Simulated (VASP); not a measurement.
Wanted: the native input for a VASP 6.6.1 run.

```
Task                   : single point
Functional             : PBE
Potentials or basis    : VASP PAW PBE potentials, release 64 (Si, Ge_d)
Cutoff                 : 520 eV
k mesh                 : 12 × 12 × 2
Occupations            : gaussian, width 0.1 eV
Spin                   : no spin polarisation
Dipole correction      : no
Further INCAR settings : ALGO = Normal; EDIFF = 1e-07; NBANDS = 71
```

The structure of SiGe4 lies in POSCAR:

```
SiGe4
1.0
    2.9807072465      0.0000000029      0.0000000000
   -1.4903536257      2.5813681952      0.0000000000
    0.0000000000      0.0000000000     24.0354954039
Si Ge
2 8
Direct
    0.3333333333      0.6666666667      0.7500000000
    0.6666666667      0.3333333333      0.2500000000
    0.3333333333      0.6666666667      0.9489513991
    0.3333333333      0.6666666667      0.1570999760
    0.3333333333      0.6666666667      0.3429000240
    0.3333333333      0.6666666667      0.5510486009
    0.6666666667      0.3333333333      0.0510486009
    0.6666666667      0.3333333333      0.4489513991
    0.6666666667      0.3333333333      0.6570999760
    0.6666666667      0.3333333333      0.8429000240
```

The input as run:

INCAR

```
SYSTEM = SiGe4
PREC = Accurate
ENCUT = 520
EDIFF = 1E-7
ISMEAR = 0
SIGMA = 0.1
LREAL = .FALSE.
LASPH = .TRUE.
NELM = 100
ALGO = Normal
ISIF = 2
LWAVE = .FALSE.
LCHARG = .FALSE.
GGA = PE
NBANDS = 71
```

KPOINTS

```
Automatic mesh
0
G
  12 12 2
  0 0 0
```

Potentials or basis: VASP PAW PBE potentials, release 64 (Si, Ge_d).

Launch:

```sh
$ cat potpaw_PBE.64/Si/POTCAR potpaw_PBE.64/Ge_d/POTCAR > POTCAR
$ mpirun -np 1 vasp_std > vasp.out
```

Results of the run:

```
Pressure               : -1.0 GPa
Band gap on the k mesh : zero (bands 60 and 61 overlap by 8.76 eV)
```

Run time: 18 min on 1 thread of Intel Xeon 8259CL (shared host), peak memory 0.52 GiB.
